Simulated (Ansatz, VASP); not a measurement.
Al: VASP beside Ansatz

File INCAR:

```
PREC = Accurate
ENCUT = 520
EDIFF = 1E-6
ISMEAR = 0
SIGMA = 0.15
LREAL = False
LASPH = True
NELM = 80
ALGO = Normal
ISIF = 2
LWAVE = False
LCHARG = False
GGA = PS
NBANDS = 8
```

File KPOINTS:

```
Automatic mesh
0
Gamma
  20 20 20
```

Contents of POSCAR:

```
Al
1.0
    0.0000000000      1.9936203000      1.9936203000
    1.9936203000      0.0000000000      1.9936203000
    1.9936203000      1.9936203000      0.0000000000
Al
1
Direct
    0.0000000000      0.0000000000      0.0000000000
```

Input for Ansatz:

```yaml
crystal:
  lattice:
    - [0.0, 1.9936203, 1.9936203]
    - [1.9936203, 0.0, 1.9936203]
    - [1.9936203, 1.9936203, 0.0]
  atoms:
    - { symbol: Al, position: [0.0, 0.0, 0.0] }
basis:
  ecutwfc: 420
kpoints:
  mp_grid: { grid: [20, 20, 20] }
hamiltonian:
  xc: pbesol
scf:
  occupations: { method: gaussian, width: 0.15 }
output:
  forces: true
  stress: true
  eigenvalues: true
```

Change from the starting cell: strain -0.015 along x and y, -0.015 along z, atoms carried along.

Alike in both runs: task single point; functional PBEsol; k mesh 20 × 20 × 20; occupations gaussian, width 0.15 eV; no spin polarisation.

|  | VASP | Ansatz |
| --- | --- | --- |
| version | VASP 6.6.1 | Ansatz 0.2.0 |
| potentials or method | VASP PAW PBE potentials, release 64 (Al), cutoff 520 eV | scalar-relativistic, plane waves, PAW |
| valence electrons in the cell | 3 | 3 |

Ansatz gave:

```
gap on the k mesh at the Fermi level (eV) : none
pressure (GPa)                            : 1.7
```

Q: What did VASP give for the same quantities?

A: gap on the k mesh at the Fermi level (eV): none; pressure (GPa): 1.8.

VASP's potentials were made for PBE, not for PBEsol. A gap of «none» marks a metal or a gap that the smearing closes.
